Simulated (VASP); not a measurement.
Bi2Te2Pb2S3, 18 atoms in the cell. It takes space group P-3m1 (No. 164, trigonal). Conventional cell: a = 4.217 Å, b = 4.217 Å, c = 33.476 Å, α = 90.00°, β = 90.00°, γ = 120.00°. Within 3.9 Å of Bi (site symmetry 3m) lie 3 S at 3.00 Å and 3 Te at 3.03 Å. Within 3.9 Å of Bi (site symmetry 3m) lie 3 S at 3.00 Å and 3 Te at 3.03 Å. Te (site symmetry 3m) has 3 Bi at 3.03 Å and 3 Te at 3.75 Å within 4.0 Å. Within 4.0 Å of Te (site symmetry 3m) lie 3 Bi at 3.03 Å and 3 Te at 3.75 Å. Pb (site symmetry 3m) has 6 S at 2.97 Å within 3.9 Å. Pb (site symmetry -3m) has 6 S at 2.97 Å within 3.9 Å. Within 3.9 Å of Pb (site symmetry -3m) lie 6 S at 2.97 Å. Within 3.9 Å of S (site symmetry 3m) lie 3 Pb at 2.97 Å and 3 Bi at 3.00 Å. 

| Property | Result |
| --- | --- |
| Program | VASP 6.6.1 |
| Task | single point |
| Functional | PBE |
| Potentials or basis | VASP PAW PBE potentials, release 64 (Bi_d, Te, Pb_d, S) |
| Cutoff | 520 eV |
| k mesh | 8 × 8 × 1 |
| Occupations | fermi-dirac, width 0.02 eV |
| Spin | no spin polarisation |
| Dipole correction | no |
| Further INCAR settings | LREAL = Auto; ALGO = Normal; EDIFF = 1e-07; NBANDS = 103 |

Potentials or basis: VASP PAW PBE potentials, release 64 (Bi_d, Te, Pb_d, S).

Run with:

```bash
$ cat potpaw_PBE.64/Bi_d/POTCAR potpaw_PBE.64/Te/POTCAR potpaw_PBE.64/Pb_d/POTCAR potpaw_PBE.64/S/POTCAR > POTCAR
$ mpirun -np 1 vasp_std > vasp.out
```

Hardware: 1 thread of Intel Xeon 8259CL, on a shared host.

Estimate the wall time of this run.

Run time: 35 min on 1 thread of Intel Xeon 8259CL, on a shared host, peak memory 0.76 GiB. Counts: scf iterations 19, k points 10.
